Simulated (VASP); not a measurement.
Here is a VASP 6.6.1 calculation.

The input INCAR:

```
SYSTEM = AlNi3
  PREC = Accurate
  ENCUT = 520
  EDIFF = 1E-6
  ISMEAR = 0
  SIGMA = 0.1
  LREAL = .FALSE.
  LASPH = .TRUE.
  NELM = 100
  ALGO = Normal
  ISIF = 2
  LWAVE = .FALSE.
  LCHARG = .TRUE.
  GGA = PE
  IVDW = 12
  LELF = .TRUE.
  LVHAR = .TRUE.
  NBANDS = 24
```

File KPOINTS:

```
regular mesh
0
G
  2 2 2
  0 0 0
```

Contents of POSCAR:

```
AlNi3
1.0
    3.5230547267      0.0000000000      0.0000000000
    0.0000000000      3.5230547267      0.0000000000
    0.0000000000      0.0000000000      3.5230547267
Al Ni
1 3
Direct
    0.0000000000      0.0000000000      0.0000000000
    0.0000000000      0.5000000000      0.5000000000
    0.5000000000      0.0000000000      0.5000000000
    0.5000000000      0.5000000000      0.0000000000
```

Potentials or basis: VASP PAW PBE potentials, release 64 (Al, Ni).

Command:

```sh
$ cat potpaw_PBE.64/Al/POTCAR potpaw_PBE.64/Ni/POTCAR > POTCAR
$ mpirun -np 1 vasp_std > vasp.out
```

Problem. Predict the pressure.

Solution. -1.0 GPa.

Problem. What does it give for the dispersion energy per atom?

Solution. -0.473 eV.

Caveat: the k points lie up to 0.89 Å⁻¹ apart; three body term missing; pairwise dispersion overbinds metals, which lowers pressure and volume. Spin polarisation is off, so any magnetic state and its effect on volume and gap are missing.
